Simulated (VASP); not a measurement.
Crystal: Ca2BeCl6.

```
CELL_PARAMETERS angstrom
0.00000 4.53527 4.53527
4.53527 0.00000 4.53527
4.53527 4.53527 0.00000
ATOMIC_POSITIONS crystal
Ca 0.25000 0.25000 0.25000
Ca 0.75000 0.75000 0.75000
Be 0.00000 0.00000 0.00000
Cl 0.75000 0.25000 0.25000
Cl 0.25000 0.75000 0.75000
Cl 0.25000 0.75000 0.25000
Cl 0.75000 0.25000 0.75000
Cl 0.25000 0.25000 0.75000
Cl 0.75000 0.75000 0.25000
```

```yaml
Program: VASP 6.6.1
Task: relaxation of cell and atoms
Functional: PBE
Potentials_or_basis: VASP PAW PBE potentials, release 64 (Ca_sv, Be, Cl)
Cutoff: 600 eV
k_mesh: 4 × 4 × 4
Occupations: gaussian, width 0.1 eV
Spin: no spin polarisation
```

At the start: pressure 0.1 GPa; volume 20.73 Å³/atom.

Question: How do energy, volume and symmetry change on relaxing?

Answer: Over 4 steps the energy falls by 13.8 meV/atom and the volume is 21.19 Å³/atom (+2.2 %); space group Fm-3m (No. 225, to 0.05 Å).

Step by step:
| step | energy change (eV) | largest force (eV/Å) | pressure (GPa) | volume (Å³) |
| --- | --- | --- | --- | --- |
| 1 | 0.0000 | 0.6835 | 0.12 | 186.57 |
| 2 | -0.0959 | 0.2751 | 0.50 | 186.99 |
| 3 | -0.1150 | 0.0102 | 0.84 | 187.28 |
| 4 | -0.1240 | 0.0129 | 0.03 | 190.70 |

Final structure:
```
CELL_PARAMETERS angstrom
0.00000 4.56852 4.56852
4.56852 0.00000 4.56852
4.56852 4.56852 0.00000
ATOMIC_POSITIONS crystal
Ca 0.25000 0.25000 0.25000
Ca 0.75000 0.75000 0.75000
Be 0.00000 0.00000 0.00000
Cl 0.75650 0.24350 0.24350
Cl 0.24350 0.75650 0.75650
Cl 0.24350 0.75650 0.24350
Cl 0.75650 0.24350 0.75650
Cl 0.24350 0.24350 0.75650
Cl 0.75650 0.75650 0.24350
```
